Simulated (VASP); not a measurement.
Set up this calculation in VASP 6.6.1, as the native input.

* Task: single point
* Functional: PBE
* Potentials or basis: VASP PAW PBE potentials, release 64 (Se)
* Cutoff: 500 eV
* k mesh: 5 × 5 × 4
* Occupations: gaussian, width 0.01 eV
* Spin: no spin polarisation
* Dipole correction: no
* Further INCAR settings: ALGO = Normal; EDIFF = 1e-06; NBANDS = 16

The structure of Se lies in POSCAR:

```
Se
1.0
    4.3807057544      0.0000000000      0.0000000000
   -2.1903528772      3.7938023514      0.0000000000
    0.0000000000      0.0000000000      4.9700572638
Se
3
Direct
    0.2254000000      0.0000000000      0.3333333333
    0.0000000000      0.2254000000      0.6666666667
    0.7746000000      0.7746000000      0.0000000000
```

The input as run:

INCAR

```
SYSTEM = Se
PREC = Accurate ; ENCUT = 500
EDIFF = 1E-6 ; ISMEAR = 0
SIGMA = 0.01 ; LREAL = .FALSE.
LASPH = .TRUE. ; NELM = 120
ALGO = Normal ; ISIF = 2
LWAVE = .FALSE. ; LCHARG = .FALSE.
GGA = PE ; NBANDS = 16
GGA_COMPAT = .FALSE.
```

KPOINTS

```
regular mesh
0
G
  5 5 4
  0 0 0
```

Potentials or basis: VASP PAW PBE potentials, release 64 (Se).

Run with:

```console
$ cat potpaw_PBE.64/Se/POTCAR > POTCAR
$ mpirun -np 1 vasp_std > vasp.out
```

It gave:

```yaml
Pressure: 2.3 GPa
Largest_force: 0.332 eV/Å
Band_gap_on_the_k_mesh: 1.25 eV (least direct gap 1.33 eV)
```

Caveat: an odd mesh through Γ misses points on the zone boundary, where band edges can lie.

Run time: 25 s on 1 thread of Intel Xeon 8259CL, on a shared host, peak memory 0.18 GiB.
